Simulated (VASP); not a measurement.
The system is SiS4.

```
Si S
1.0
    -4.22877    4.22877    3.77043
     4.22877   -4.22877    3.77043
     4.22877    4.22877   -3.77043
Si S
2 8
Direct
  0.00000 0.00000 0.00000
  0.75000 0.25000 0.50000
  0.23200 0.92100 0.31100
  0.67100 0.86000 0.18900
  0.61000 0.92100 0.68900
  0.67100 0.48200 0.81100
  0.51800 0.32900 0.18900
  0.07900 0.76800 0.68900
  0.14000 0.32900 0.81100
  0.07900 0.39000 0.31100
```

| Property | Result |
| --- | --- |
| Program | VASP 6.6.1 |
| Task | relaxation of cell and atoms |
| Functional | PBE |
| Potentials or basis | VASP PAW PBE potentials, release 64 (Si, S) |
| Cutoff | 600 eV |
| k mesh | 4 × 4 × 4 |
| Occupations | gaussian, width 0.1 eV |
| Spin | no spin polarisation |

At the start: pressure -12.8 GPa; volume 26.97 Å³/atom.

Q: How do energy, volume and symmetry change on relaxing?

A: Over 32 steps the energy falls by 970.3 meV/atom and the volume is 21.40 Å³/atom (-20.6 %); space group I4_1/amd (No. 141, to 0.1 Å) before and after.

The path:
```tsv
step	energy change (eV)	largest force (eV/Å)	pressure (GPa)	volume (Å³)
1	0.0000	0.9510	-12.84	269.70
2	-5.6550	0.6624	-6.44	193.85
3	-6.0838	0.4602	-0.43	176.92
4	-6.0861	0.4530	0.31	175.32
5	-6.1759	0.3936	0.52	175.03
6	-6.3516	0.3277	1.43	174.07
7	-6.4742	0.4127	4.39	171.80
8	-6.5372	0.3840	3.77	173.19
9	-6.7061	0.3804	2.09	177.39
10	-6.9608	0.5475	-0.71	185.96
11	-7.3129	0.8146	-4.20	203.82
12	-7.8528	0.6677	-6.25	242.47
13	-7.9208	0.5644	-6.15	244.55
14	-8.0124	0.1851	-5.83	250.83
15	-8.1203	0.1256	-5.49	248.55
16	-8.4093	0.0841	-4.36	241.77
17	-8.8068	0.4835	-1.51	228.52
18	-8.6257	1.4333	7.28	203.24
19	-8.9130	0.7842	0.93	219.78
20	-9.0551	0.7387	0.97	218.67
21	-9.3878	0.6007	1.59	215.15
22	-9.0072	2.0635	6.52	207.21
23	-9.4716	0.6172	2.15	213.36
24	-9.4809	0.7181	2.67	212.23
25	-9.6218	0.4275	0.67	217.06
26	-9.6577	0.1966	-0.83	221.17
27	-9.6763	0.1403	-0.71	219.59
28	-9.7007	0.0789	-0.18	214.88
29	-9.7008	0.0740	-0.20	215.01
30	-9.7024	0.0428	0.10	214.02
31	-9.7024	0.0429	0.10	214.03
32	-9.7034	0.0227	0.02	214.03
```

Final structure:
```
CELL_PARAMETERS angstrom
-4.53671 4.53671 2.59975
4.53671 -4.53671 2.59975
4.53671 4.53671 -2.59975
ATOMIC_POSITIONS crystal
Si 0.00000 0.00000 0.00000
Si 0.75000 0.25000 0.50000
S 0.04878 0.82341 0.22538
S 0.57341 0.84803 0.27462
S 0.59803 0.82341 0.77462
S 0.57341 0.29878 0.72538
S 0.70122 0.42659 0.27462
S 0.17659 0.95122 0.77462
S 0.15197 0.42659 0.72538
S 0.17659 0.40197 0.22538
```

Caveat: the volume moved by over 15 % at a fixed basis, so the end points are rough.
